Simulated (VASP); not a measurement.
Wanted: the native input for a VASP 6.6.1 run.

```
Task                   : single point
Functional             : SVWN5
Potentials or basis    : VASP PAW PBE potentials, release 64 (Os)
Cutoff                 : 520 eV
k mesh                 : 11 × 11 × 6
Occupations            : fermi-dirac, width 0.05 eV
Spin                   : no spin polarisation
Dipole correction      : no
Further INCAR settings : ALGO = Normal; EDIFF = 1e-06; NBANDS = 15
```

The structure of Os lies in POSCAR:

```
Os
1.0
    2.7149405366      0.0000000000      0.0000000000
   -1.3574702683      2.3512074744      0.0000000000
    0.0000000000      0.0000000000      4.2904380825
Os
2
Direct
    0.6666666667      0.3333333333      0.7500000000
    0.3333333333      0.6666666667      0.2500000000
```

One way to write it, as run:

INCAR

```
SYSTEM = Os
PREC     = Accurate       ! precision mode
ENCUT    = 520            ! plane-wave cutoff, eV
EDIFF    = 1E-6           ! SCF threshold, eV
ISMEAR   = -1             ! smearing method
SIGMA    = 0.05           ! smearing width, eV
LREAL    = .FALSE.        ! projectors in reciprocal space
LASPH    = .TRUE.         ! aspherical terms in the spheres
NELM     = 100            ! most SCF steps
ALGO     = Normal         ! electronic algorithm
ISIF     = 2              ! what is computed and relaxed
LWAVE    = .FALSE.        ! write WAVECAR
LCHARG   = .TRUE.         ! write CHGCAR
GGA      = VW             ! functional
LELF     = .TRUE.         ! ELF
LVHAR    = .TRUE.       
NBANDS   = 15             ! bands
```

KPOINTS

```
Automatic mesh
0
G
  11 11 6
  0 0 0
```

Potentials or basis: VASP PAW PBE potentials, release 64 (Os).

Run with:

```console
$ cat potpaw_PBE.64/Os/POTCAR > POTCAR
$ mpirun -np 1 vasp_std > vasp.out
```

It gave:

```json
{
  "Pressure": "1.2 GPa",
  "Band gap on the k mesh": "zero (bands 8 and 9 overlap by 4.03 eV)"
}
```

Caveat: the PAW data sets were made with another functional, which shifts forces and pressure a little; spin-orbit coupling is left out, which moves the levels of the heavy elements.

Wall time 23 s on 1 thread of AMD EPYC 7R43 64-Core Processor (Zen 3), on a shared host, peak memory 0.1 GiB.
